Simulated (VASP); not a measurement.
CuSn7O15 (a cell with a defect): single point with PBE

The system is CuSn7O15 (a cell with a defect).

```
CELL_PARAMETERS angstrom
4.82746 4.82746 0.00000
-4.82746 4.82746 0.00000
0.00000 0.00000 6.47591
ATOMIC_POSITIONS crystal
Sn 0.01724 0.49833 0.23623
Sn 0.49557 0.99766 0.25431
Sn 0.99211 0.99861 0.99969
Sn 0.51316 0.49880 0.99923
Sn 0.01636 0.49863 0.76413
Sn 0.49628 0.99950 0.74406
Sn 0.99541 0.99889 0.49952
O 0.99259 0.80238 0.24938
O 0.51232 0.31424 0.26584
O 0.98810 0.19440 0.24941
O 0.50511 0.67990 0.26617
O 0.30237 0.00095 0.99884
O 0.81726 0.50126 0.00039
O 0.20884 0.49467 0.99976
O 0.68406 0.99584 0.99941
O 0.99233 0.80259 0.74983
O 0.51525 0.31793 0.73116
O 0.98664 0.19482 0.74986
O 0.50740 0.68237 0.73202
O 0.29932 0.00232 0.49978
O 0.15489 0.49669 0.50052
O 0.69161 0.99447 0.49891
Cu 0.49559 0.49842 0.49861
```

* Program: VASP 6.6.1
* Task: single point
* Functional: PBE
* Potentials or basis: VASP PAW PBE potentials, release 64 (Sn_d, O, Cu)
* Cutoff: 520 eV
* k mesh: 1 × 1 × 1
* Occupations: fermi-dirac, width 0.01 eV
* Spin: no spin polarisation

```json
{
  "Largest force": "0.497 eV/Å"
}
```

Forces on the atoms (eV/Å):
```
Sn  -0.224 -0.223 -0.350
Sn   0.020  0.038 -0.070
Sn  -0.051 -0.047 -0.036
Sn  -0.152 -0.159 -0.029
Sn  -0.237 -0.238  0.334
Sn   0.041  0.029  0.071
Sn  -0.038 -0.052  0.031
O    0.170  0.048  0.070
O   -0.285  0.242 -0.327
O    0.009  0.162  0.046
O    0.102 -0.170 -0.369
O   -0.176 -0.137  0.023
O    0.252  0.271  0.012
O    0.127  0.123 -0.018
O    0.128  0.090 -0.004
O    0.165  0.048 -0.060
O   -0.128  0.062  0.357
O    0.040  0.141 -0.044
O    0.189 -0.271  0.371
O   -0.005  0.028 -0.022
O   -0.054 -0.058 -0.040
O   -0.025 -0.055  0.003
Cu   0.130  0.127  0.052
```

Levels at points of the mesh, in eV from the Fermi level:
```tsv
k point	band 96	band 97	band 98	band 99	band 100	band 101	band 102	band 103
(0.00, 0.00, 0.00)	-0.76	-0.70	-0.68	-0.16	0.16	0.23	3.06	3.61
```

Run time: 2.4 min on 1 thread of Intel Xeon 8259CL, with other jobs on the host, peak memory 0.34 GiB.

Caveat: the k points lie up to 0.97 Å⁻¹ apart, too coarse for converged energies, forces and pressures; the cell carries a net charge on a neutralising background, which shifts energy and pressure; the cell is charged against a uniform background, so pressure and absolute levels hang on convention; spin-orbit coupling is left out, which moves the levels of the heavy elements.
